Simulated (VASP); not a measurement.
Wanted: the native input for a VASP 6.6.1 run.

| Item | Value |
| --- | --- |
| Task | electric field gradients |
| Functional | PBE |
| Potentials or basis | VASP PAW PBE potentials, release 64 (Li_sv) |
| Cutoff | 650 eV |
| k mesh | 11 × 11 × 6, shifted |
| Occupations | fermi-dirac, width 0.05 eV |
| Spin | no spin polarisation |
| Dipole correction | no |
| Further INCAR settings | ALGO = Normal; EDIFF = 1e-08; NBANDS = 10; ISYM = -1 |

The structure of Li lies in POSCAR:

```
Li
1.0
    3.0646488937      0.0000000000      0.0000000000
   -1.5323244468      2.6540637956      0.0000000000
    0.0000000000      0.0000000000      4.9647312077
Li
2
Direct
    0.2333333333      0.6166666667      0.1750000000
    0.7666666667      0.3833333333      0.8250000000
```

The input as run:

INCAR

```
PREC = Accurate
ENCUT = 650
EDIFF = 1E-8
ISMEAR = -1
SIGMA = 0.05
LREAL = False
LASPH = True
NELM = 120
ALGO = Normal
ISIF = 2
LWAVE = False
LCHARG = False
GGA = PE
LEFG = True
ISYM = -1
NBANDS = 10
GGA_COMPAT = False
```

KPOINTS

```
explicit points
363
Reciprocal
  0.04545455   0.04545455   0.08333333 2
  0.04545455   0.04545455   0.25000000 2
  0.04545455   0.04545455   0.41666667 2
  0.04545455   0.04545455   0.58333333 2
  0.04545455   0.04545455   0.75000000 2
  0.04545455   0.04545455   0.91666667 2
[... 355 lines left out ...]
  0.50000000   0.50000000   0.25000000 2
  0.50000000   0.50000000   0.41666667 2
```

Potentials or basis: VASP PAW PBE potentials, release 64 (Li_sv).

Launch:

```console
$ cat potpaw_PBE.64/Li_sv/POTCAR > POTCAR
$ mpirun -np 1 vasp_std > vasp.out
```

Results of the run:

| Quantity | Value |
| --- | --- |
| Pressure | 2.4 GPa |
| Largest force | 1.370 eV/Å |
| Band gap on the k mesh | zero (bands 3 and 4 overlap by 3.12 eV) |
| Largest electric field gradient by atom | Li +2.0 V/Å² |

Caveat: without QUAD_EFG the Cq values of the log hold for a quadrupole moment of 1 mb, not for the nuclei; forces of over 1 eV/Å act on the atoms, so gaps and moduli don't describe the material at rest.

Run time: 96 s on 1 thread of Intel(R) Xeon(R) Platinum 8488C (Sapphire Rapids), on a shared host, peak memory 0.27 GiB.
